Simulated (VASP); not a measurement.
# AlN (Pmn2_1) in VASP: notebook

AlN is run at these levels: PBE; tasks: single point.

All numbers are computed with VASP 6.6.1; they aren't measurements. Logs are shortened: lines on timing, memory, paths and dates and some standing lists are left out, and cuts for length are marked.

**1. The cell of the first run**

The structure is orthorhombic, space group Pmn2_1 (No. 31). The conventional cell has a = 3.114 Å, b = 12.341 Å, c = 4.403 Å, α = 90.00°, β = 90.00°, γ = 90.00°. Within 2.5 Å of Al (site symmetry m) lie 4 N at 1.91 Å. Al (site symmetry m) has 4 N at 1.91 Å within 2.5 Å. Al (site symmetry m) has 3 N at 1.91 Å within 2.5 Å. Within 2.5 Å of N (site symmetry m) lie 4 Al at 1.91 Å. N (site symmetry m) has 4 Al at 1.91 Å within 2.5 Å. Within 2.5 Å of N (site symmetry m) lie 3 Al at 1.91 Å.

**2. Single point, PBE (the distance across one plane changed)**

INCAR

```
PREC = Accurate ; ENCUT = 520
EDIFF = 1E-6 ; ISMEAR = 0
SIGMA = 0.05 ; LREAL = False
LASPH = True ; NELM = 80
ALGO = Normal ; ISIF = 2
LWAVE = False ; LCHARG = True
GGA = PE ; LELF = True
LVHAR = True ; NBANDS = 36
```

KPOINTS

```
Automatic mesh
0
Gamma
  5 7 3
```

POSCAR

```
AlN
1.0
    4.4031742006      0.0000000000      0.0000000000
    0.0000000000      2.2015871003     -2.2015871003
    0.0000000000      8.7260816445      8.7260816445
Al N
6 6
Direct
    0.0000000000      0.0000000000      0.1892121015
    0.5000000000      0.5000000000      0.3153619125
    0.0000000000      0.0000000000      0.4415117235
    0.5000000000      0.5000000000      0.5676615345
    0.0000000000      0.0000000000      0.6938113455
    0.5000000000      0.5000000000      0.0630622905
    0.7500000000      0.0000000000      0.3153619125
    0.2500000000      0.5000000000      0.4415117235
    0.7500000000      0.0000000000      0.5676615345
    0.2500000000      0.5000000000      0.6938113455
    0.7500000000      0.0000000000      0.0630622905
    0.2500000000      0.5000000000      0.1892121015
```

Potentials or basis: VASP PAW PBE potentials, release 64 (Al, N).

On the command line:

```bash
> cat potpaw_PBE.64/Al/POTCAR potpaw_PBE.64/N/POTCAR > POTCAR
> mpirun -np 1 vasp_std > vasp.out
```

OUTCAR:

```text
PREC = Accurate
   ENCUT = 520
   EDIFF = 1E-6
   ISMEAR = 0
   LREAL = False
   LASPH = True
   NELM = 80
   ISIF = 2
   GGA = PE

 ion  position               nearest neighbor table
   1  0.000  0.000  0.189-  12 1.91  12 1.91  11 1.91   7 1.91   6 3.11   6 3.11   6 3.11   6 3.11
                             2 3.11   2 3.11   2 3.11   2 3.11   3 3.11
   2  0.500  0.500  0.315-   7 1.91   7 1.91   8 1.91  12 1.91   3 3.11   3 3.11   3 3.11   3 3.11
                             1 3.11   1 3.11   1 3.11   1 3.11   4 3.11   6 3.11
   3  0.000  0.000  0.442-   8 1.91   8 1.91   9 1.91   7 1.91   2 3.11   2 3.11   4 3.11   4 3.11
                             2 3.11   4 3.11   2 3.11   4 3.11   1 3.11   5 3.11
   4  0.500  0.500  0.568-   9 1.91   9 1.91   8 1.91  10 1.91   3 3.11   3 3.11   3 3.11   3 3.11
                             5 3.11   5 3.11   5 3.11   5 3.11   2 3.11
   5  0.000  0.000  0.694-  10 1.91  10 1.91   9 1.91   4 3.11   4 3.11   4 3.11   4 3.11   3 3.11

   6  0.500  0.500  0.063-  11 1.91  11 1.91  12 1.91   1 3.11   1 3.11   1 3.11   1 3.11   2 3.11

   7  0.750  0.000  0.315-   2 1.91   2 1.91   3 1.91   1 1.91
   8  0.250  0.500  0.442-   3 1.91   3 1.91   4 1.91   2 1.91
   9  0.750  0.000  0.568-   4 1.91   4 1.91   3 1.91   5 1.91
  10  0.250  0.500  0.694-   5 1.91   5 1.91   4 1.91
  11  0.750  0.000  0.063-   6 1.91   6 1.91   1 1.91
  12  0.250  0.500  0.189-   1 1.91   1 1.91   6 1.91   2 1.91

  LATTYP: Found a simple orthorhombic cell.
 ALAT       =     3.1135143360
 B/A-ratio  =     1.4142135624
 C/A-ratio  =     3.9635414122

  Lattice vectors:

 A1 = (   0.0000000000,  -2.2015871003,   2.2015871003)
 A2 = (   4.4031742006,   0.0000000000,   0.0000000000)
 A3 = (   0.0000000000,   8.7260816445,   8.7260816445)

Analysis of symmetry for initial positions (statically):
=====================================================================
 Subroutine PRICEL returns:
 Original cell was already a primitive cell.

 Routine SETGRP: Setting up the symmetry group for a
 simple orthorhombic supercell.

 Subroutine GETGRP returns: Found  4 space group operations
 (whereof  2 operations were pure point group operations)
 out of a pool of  8 trial point group operations.

The static configuration has the point symmetry C_1h.
 The point group associated with its full space group is C_2v.

Analysis of symmetry for dynamics (positions and initial velocities):
=====================================================================
 Subroutine PRICEL returns:
 Original cell was already a primitive cell.

 Routine SETGRP: Setting up the symmetry group for a
 simple orthorhombic supercell.

 Subroutine GETGRP returns: Found  4 space group operations
 (whereof  2 operations were pure point group operations)
 out of a pool of  8 trial point group operations.

The dynamic configuration has the point symmetry C_1h.
 The point group associated with its full space group is C_2v.

 Subroutine INISYM returns: Found  4 space group operations
 (whereof  2 operations are pure point group operations),
 and found     1 'primitive' translations

----------------------------------------------------------------------------------------

                                     Primitive cell

  volume of cell :     169.1808

  direct lattice vectors                    reciprocal lattice vectors
     4.403174201  0.000000000  0.000000000     0.227108889  0.000000000  0.000000000
     0.000000000  2.201587100 -2.201587100     0.000000000  0.227108889 -0.227108889
     0.000000000  8.726081645  8.726081645     0.000000000  0.057299487  0.057299487

  length of vectors
     4.403174201  3.113514336 12.340543008     0.227108889  0.321180471  0.081033711

  position of ions in fractional coordinates (direct lattice)
     0.000000000  0.000000000  0.189212101
     0.500000000  0.500000000  0.315361913
     0.000000000  0.000000000  0.441511723
     0.500000000  0.500000000  0.567661534
     0.000000000  0.000000000  0.693811346
     0.500000000  0.500000000  0.063062290
     0.750000000  0.000000000  0.315361913
     0.250000000  0.500000000  0.441511723
     0.750000000  0.000000000  0.567661534
     0.250000000  0.500000000  0.693811346
     0.750000000  0.000000000  0.063062290
     0.250000000  0.500000000  0.189212101

  ion indices of the primitive-cell ions
   primitive index   ion index
                 1           1
                 2           2
                 3           3
                 4           4
                 5           5
                 6           6
                 7           7
                 8           8
                 9           9
                10          10
                11          11
                12          12

----------------------------------------------------------------------------------------

 KPOINTS: Automatic mesh

Automatic generation of k-mesh.
 Grid dimensions read from file:
[... 44 lines left out ...]
   LNONCOLLINEAR =      F non collinear calculations
   LSORBIT =      F    spin-orbit coupling
   LASPH  =      T    aspherical Exc in radial PAW
   ENCUT  =  520.0 eV  38.22 Ry    6.18 a.u.   8.19  5.79 22.95*2*pi/ulx,y,z
   NELM   =     80;   NELMIN=  2; NELMDL= -5     # of ELM steps
   EDIFF  = 0.1E-05   stopping-criterion for ELM
   LREAL  =      F    real-space projection
   EDIFFG = 0.1E-04   stopping-criterion for IOM
   NSW    =      0    number of steps for IOM
   IBRION =     -1    ionic relax: 0-MD 1-quasi-New 2-CG
   NFREE  =      0    steps in history (QN), initial steepest desc. (CG)
   ISIF   =      2    stress and relaxation
   ISYM   =      2    0-nonsym 1-usesym 2-fastsym
   POTIM  = 0.5000    time-step for ionic-motion
   TEBEG  =    0.0;   TEEND  =   0.0 temperature during run
   PSTRESS=    0.0 pullay stress
   NELECT =      48.0000    total number of electrons
   NUPDOWN=      -1.0000    fix difference up-down
   EMIN   =  10.00;   EMAX   =-10.00  energy-range for DOS
   EFERMI =   0.00;   METHOD = LEGACY
   ISMEAR =     0;   SIGMA  =   0.05  broadening in eV -4-tet -1-fermi 0-gaus
   EFERMI_NEDOS =   21; number of points for ismear=-14 and -15
   IALGO  =     38    algorithm
   IMIX   =      4    mixing-type and parameters
     AMIX     =   0.40;   BMIX     =  1.00
     AMIX_MAG =   1.60;   BMIX_MAG =  1.00
  volume/ion in A,a.u.               =      14.10        95.14
  Fermi-wavevector in a.u.,A,eV,Ry     =   1.075734  2.032843 15.744712  1.157204
  Thomas-Fermi vector in A             =   2.211599
   LORBIT       =      0    0 simple, 1 ext, 2 COOP (PROOUT), +10 PAW based schemes
   GGA     = PE    functional components
   LHFCALC =     F    Hartree Fock is set to
   AEXX    =    0.0000 exact exchange contribution
   IVDW    =     0    specifies the selected vdW correction
   LEPSILON=     F    determine dielectric tensor
   LRPA    =     F    only Hartree local field effects (RPA)
 non-spin polarized calculation
 Gauss-broadening in eV      SIGMA  =   0.05
  energy-cutoff  :      520.00
  volume of cell :      169.18
 maximum number of plane-waves:      4578
 NGX is ok and might be reduce to    36
   NGX = 17   NGY = 11   NGZ = 45

 number of electron      47.9999993 magnetization

 Free energy of the ion-electron system (eV)
  ---------------------------------------------------
  ext. energy  EPLUGINS =         0.00000000
  ---------------------------------------------------
  free energy    TOTEN  =       -84.36629638 eV

  energy without entropy =      -84.36629638  energy(sigma->0) =      -84.36629638

 E-fermi :   3.9535     XC(G=0):  -9.1707

 val. band max:        3.6573201680   @ k =   0.2000   0.4286   0.0000
 cond. band min:       4.9013292483   @ k =   0.0000   0.0000   0.0000
 fundamental gap:      1.2440090803
 Fermi energy:         3.9534805006

 k-point     1 :       0.0000    0.0000    0.0000
  band No.  band energies     occupation
      1     -11.6268      2.00000
      2     -10.9763      2.00000
      3     -10.0642      2.00000
      4      -9.3649      2.00000
      5      -8.8587      2.00000
      6      -8.8293      2.00000
[... 925 lines left out ...]
     35      12.2356      0.00000
     36      12.6347      0.00000

------------------------ aborting loop because EDIFF is reached ----------------------------------------

  FORCE on cell =-STRESS in cart. coord.  units (eV):
  Direction    XX          YY          ZZ          XY          YZ          ZX
  --------------------------------------------------------------------------------------
  -------------------------------------------------------------------------------------
  Total       -7.0860982     -3.4990867     -3.4990867      0.0000000     -0.2649126      0.0000000
  in kB      -67.1068325    -33.1370831    -33.1370831      0.0000000     -2.5087776      0.0000000
  external PRESSURE =     -44.4603329 kB  Pullay stress =       0.0000000 kB

 VOLUME and BASIS-vectors are now :
 -----------------------------------------------------------------------------
  energy-cutoff  :      520.00
  volume of cell :      169.18
      direct lattice vectors                 reciprocal lattice vectors
     4.403174201  0.000000000  0.000000000     0.227108889  0.000000000  0.000000000
     0.000000000  2.201587100 -2.201587100     0.000000000  0.227108889 -0.227108889
     0.000000000  8.726081645  8.726081645     0.000000000  0.057299487  0.057299487

 POSITION                                       TOTAL-FORCE (eV/Angst)
 -----------------------------------------------------------------------------------
      0.00000      1.65108      1.65108        -0.469441     -0.484705     -0.484705
      2.20159      3.85267      1.65108         0.198866     -0.002748     -0.002748
      0.00000      3.85267      3.85267         0.198866      0.002748      0.002748
      2.20159      6.05425      3.85267        -0.469441      0.484705      0.484705
      0.00000      6.05425      6.05425         2.525844     -1.122551     -1.122551
      2.20159      1.65108     -0.55051         2.525844      1.122551      1.122551
      3.30238      2.75187      2.75187        -0.007526      0.207737      0.207737
      1.10079      4.95346      2.75187        -0.007526     -0.207737     -0.207737
      3.30238      4.95346      4.95346        -0.450590      0.366963      0.366963
      1.10079      7.15505      4.95346        -1.797153      0.460295      0.460295
      3.30238      0.55029      0.55029        -1.797153     -0.460295     -0.460295
      1.10079      2.75187      0.55029        -0.450590     -0.366963     -0.366963
 -----------------------------------------------------------------------------------
    total drift:                                0.000156      0.000015      0.000015

  FREE ENERGIE OF THE ION-ELECTRON SYSTEM (eV)
  ---------------------------------------------------
  free  energy   TOTEN  =       -84.3662963798 eV

  energy  without entropy=      -84.3662963798  energy(sigma->0) =      -84.36629638
```

It took 2.4 min on 1 thread of Intel Xeon Platinum 8375C at 2.90GHz (Ice Lake), shared host; peak memory 0.32 GiB.

What came out:

```yaml
Free_energy: -84.3663 eV
Pressure: -4.4 GPa
Largest_force: 2.983 eV/Å
Band_gap_on_the_k_mesh: 1.24 eV (least direct gap 1.54 eV)
```

Forces on the atoms (eV/Å):
```
Al  -0.469 -0.485 -0.485
Al   0.199 -0.003 -0.003
Al   0.199  0.003  0.003
Al  -0.469  0.485  0.485
Al   2.526 -1.123 -1.123
Al   2.526  1.123  1.123
N   -0.008  0.208  0.208
N   -0.008 -0.208 -0.208
N   -0.451  0.367  0.367
N   -1.797  0.460  0.460
N   -1.797 -0.460 -0.460
N   -0.451 -0.367 -0.367
```

Caveat: the cell differs from its parent crystal (the distance across one plane changed); the cell stands under tension; an odd mesh through Γ misses points on the zone boundary, where band edges can lie; forces of over 1 eV/Å act on the atoms, so gaps and moduli don't describe the material at rest.

**3. Single point, PBE (the distance across one plane changed)**

INCAR

```
ALGO     = Normal         # electronic algorithm
EDIFF    = 1E-6           # SCF threshold, eV
ENCUT    = 520            # plane-wave cutoff, eV
GGA      = PE             # functional
ISIF     = 2              # what is computed and relaxed
ISMEAR   = 0              # smearing method
LASPH    = True           # aspherical terms in the spheres
LCHARG   = False          # write CHGCAR
LREAL    = False          # projectors in reciprocal space
LWAVE    = False          # write WAVECAR
NBANDS   = 36             # bands
NELM     = 100            # most SCF steps
PREC     = Accurate       # precision mode
SIGMA    = 0.05           # smearing width, eV
```

KPOINTS

```
k-points
0
Gamma
  5 7 3
```

POSCAR

```
AlN
1.0
    4.4031742006      0.0000000000      0.0000000000
    0.0000000000      2.2015871003     -2.2015871003
    0.0000000000      9.7867418162      9.7867418162
Al N
6 6
Direct
    0.0000000000      0.0000000000      0.1687058141
    0.5000000000      0.5000000000      0.2811838554
    0.0000000000      0.0000000000      0.3936618967
    0.5000000000      0.5000000000      0.5061399380
    0.0000000000      0.0000000000      0.6186179793
    0.5000000000      0.5000000000      0.0562277728
    0.7500000000      0.0000000000      0.2811838554
    0.2500000000      0.5000000000      0.3936618967
    0.7500000000      0.0000000000      0.5061399380
    0.2500000000      0.5000000000      0.6186179793
    0.7500000000      0.0000000000      0.0562277728
    0.2500000000      0.5000000000      0.1687058141
```

Potentials or basis: VASP PAW PBE potentials, release 64 (Al, N).

On the command line:

```bash
> cat potpaw_PBE.64/Al/POTCAR potpaw_PBE.64/N/POTCAR > POTCAR
> mpirun -np 1 vasp_std > vasp.out
```

Run time: 2.9 min. Hardware: 1 thread of Intel Xeon Platinum 8375C at 2.90GHz (Ice Lake), shared host; peak memory 0.34 GiB.

It converged, with:

```yaml
Free_energy: -84.2950 eV
Pressure: -3.9 GPa
Largest_force: 3.067 eV/Å
Band_gap_on_the_k_mesh: 1.31 eV (least direct gap 1.60 eV)
```

Forces on the atoms (eV/Å):
```
Al  -0.476 -0.483 -0.483
Al   0.201 -0.002 -0.002
Al   0.201  0.002  0.002
Al  -0.476  0.483  0.483
Al   2.558 -1.196 -1.196
Al   2.558  1.196  1.196
N   -0.007  0.210  0.210
N   -0.007 -0.210 -0.210
N   -0.461  0.367  0.367
N   -1.815  0.456  0.456
N   -1.815 -0.456 -0.456
N   -0.461 -0.367 -0.367
```

Stress tensor (GPa, compression positive):
```
-6.18  0.00  0.00
 0.00 -2.75  0.03
 0.00  0.03 -2.75
```

Levels at points of the mesh, in eV from the valence-band top:
```
           k point  band 20  band 21  band 22  band 23  band 24  band 25  band 26  band 27  band 28  band 29
(0.00, 0.00, 0.00)    -0.74    -0.36    -0.31    -0.30    -0.29     1.31     1.92     3.44     4.31     4.67
```

Caveat: the cell differs from its parent crystal (the distance across one plane changed); the cell stands under tension; an odd mesh through Γ misses points on the zone boundary, where band edges can lie; forces of over 1 eV/Å act on the atoms, so gaps and moduli don't describe the material at rest.

**4. Single point, PBE (the distance across one plane changed)**

INCAR

```
ALGO = Normal ; EDIFF = 1E-6
ENCUT = 520 ; GGA = PE
ISIF = 2 ; ISMEAR = 0
LASPH = T ; LCHARG = F
LREAL = F ; LWAVE = F
NBANDS = 36 ; NELM = 100
PREC = Accurate ; SIGMA = 0.05
```

KPOINTS is that of step 3.

POSCAR

```
AlN
1.0
    4.4031742006      0.0000000000      0.0000000000
    0.0000000000      2.2015871003     -2.2015871003
    0.0000000000     10.8474019880     10.8474019880
Al N
6 6
Direct
    0.0000000000      0.0000000000      0.1522097409
    0.5000000000      0.5000000000      0.2536896668
    0.0000000000      0.0000000000      0.3551695927
    0.5000000000      0.5000000000      0.4566495186
    0.0000000000      0.0000000000      0.5581294446
    0.5000000000      0.5000000000      0.0507298150
    0.7500000000      0.0000000000      0.2536896668
    0.2500000000      0.5000000000      0.3551695927
    0.7500000000      0.0000000000      0.4566495186
    0.2500000000      0.5000000000      0.5581294446
    0.7500000000      0.0000000000      0.0507298150
    0.2500000000      0.5000000000      0.1522097409
```

On the command line:

```bash
> cat potpaw_PBE.64/Al/POTCAR potpaw_PBE.64/N/POTCAR > POTCAR
> mpirun -np 1 vasp_std > vasp.out
```

Wall time 2.8 min (1 thread of Intel Xeon Platinum 8375C at 2.90GHz (Ice Lake), shared host); peak memory 0.37 GiB.

The run converged. Its results:

```yaml
Free_energy: -84.2875 eV
Pressure: -3.5 GPa
Largest_force: 3.074 eV/Å
Band_gap_on_the_k_mesh: 1.36 eV (least direct gap 1.65 eV)
```

Forces in eV/Å, atoms in the order of the input:
```
Al  -0.477 -0.483 -0.483
Al   0.201 -0.002 -0.002
Al   0.201  0.002  0.002
Al  -0.477  0.483  0.483
Al   2.561 -1.202 -1.202
Al   2.561  1.202  1.202
N   -0.007  0.210  0.210
N   -0.007 -0.210 -0.210
N   -0.462  0.367  0.367
N   -1.816  0.456  0.456
N   -1.816 -0.456 -0.456
N   -0.462 -0.367 -0.367
```

Stress tensor (GPa, compression positive):
```
-5.60  0.00  0.00
 0.00 -2.46  0.05
 0.00  0.05 -2.46
```

Levels at points of the mesh, in eV from the valence-band top:
```
           k point  band 21  band 22  band 23  band 24  band 25  band 26  band 27  band 28
(0.00, 0.00, 0.00)    -0.37    -0.30    -0.30    -0.29     1.36     1.86     3.38     4.18
```

Caveat: the cell differs from its parent crystal (the distance across one plane changed); the cell stands under tension; an odd mesh through Γ misses points on the zone boundary, where band edges can lie; forces of over 1 eV/Å act on the atoms, so gaps and moduli don't describe the material at rest.

**5. The runs side by side**

| cell | gap on the mesh (eV) | pressure (GPa) | largest force (eV/Å) |
| --- | --- | --- | --- |
| a = 4.403, b = 3.114, c = 12.341 Å, 12 atoms | 1.24 | -4.4 | 2.98 |
| a = 4.403, b = 3.114, c = 13.841 Å, 12 atoms | 1.31 | -3.9 | 3.07 |
| a = 4.403, b = 3.114, c = 15.341 Å, 12 atoms | 1.36 | -3.5 | 3.07 |

Alike in all rows: task single point; level PBE; potentials or basis VASP PAW PBE potentials, release 64 (Al, N); no spin polarisation; k mesh 5 × 7 × 3; cutoff (eV) 520; smearing gaussian 0.05 eV.

Caveats: the cell stands under tension; an odd mesh through Γ misses points on the zone boundary, where band edges can lie; forces of over 1 eV/Å act on the atoms, so gaps and moduli don't describe the material at rest.

Absolute energies hang on the potentials; compare differences alone.
